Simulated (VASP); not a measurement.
A run of VASP 6.6.1 is set up as follows.

Contents of INCAR:

```
  ALGO = Normal
  EDIFF = 1E-7
  ENCUT = 520
  GGA = PE
  ISIF = 2
  ISMEAR = 0
  LASPH = T
  LCHARG = F
  LREAL = F
  LWAVE = F
  NBANDS = 66
  NELECT = 108.0
  NELM = 80
  PREC = Accurate
  SIGMA = 0.02
```

Contents of KPOINTS:

```
k-points
0
Gamma
  3 3 3
```

Contents of POSCAR:

```
Ga6HN6
1.0
    0.0000000000      0.0000000000     -5.2431684262
    4.8275562260      2.7871908866      0.0000000000
    0.0000000001     -5.5743817732      0.0000000000
Ga N H
6 6 1
Direct
    0.4746656597      0.6351099514      0.6351211332
    0.5014225724      0.3453376661      0.0059550991
    0.5014240982      1.0059447830      0.3453558098
    0.0028375972      0.3363099100      0.3363201504
    0.0138944611      0.0076316045      0.6736468529
    0.0138990385      0.6736368978      0.0076429323
    0.1180684940      0.6688688539      0.6688792274
    0.1304997178      0.3429221582      0.0071831309
    0.1305004807      1.0071735620      0.3429336294
    0.6296643044      0.3305212669      0.3305336696
    0.6368822682     -0.0026611808      0.7020030095
    0.6368839848      0.7019901667     -0.0026450296
    0.6686836498     -0.1048091366     -0.1047834709
```

Potentials or basis: VASP PAW PBE potentials, release 64 (Ga_d, N, H).

Run with:

```console
$ cat potpaw_PBE.64/Ga_d/POTCAR potpaw_PBE.64/N/POTCAR potpaw_PBE.64/H/POTCAR > POTCAR
$ mpirun -np 1 vasp_std > vasp.out
```

Q: Estimate the largest force.

A: 0.049 eV/Å.

Forces on the atoms (eV/Å):
```
Ga  -0.018  0.011  0.044
Ga   0.000  0.001  0.026
Ga  -0.001  0.000  0.026
Ga   0.006 -0.003 -0.020
Ga   0.000  0.002 -0.026
Ga  -0.002 -0.001 -0.026
N    0.001 -0.001 -0.035
N    0.001  0.003 -0.009
N   -0.002 -0.003 -0.009
N    0.011 -0.006  0.010
N    0.006  0.002  0.008
N    0.002 -0.006  0.008
H   -0.002  0.001  0.003
```

Caveat: the k points lie up to 0.43 Å⁻¹ apart; the cell carries a net charge on a neutralising background, which shifts energy and pressure.
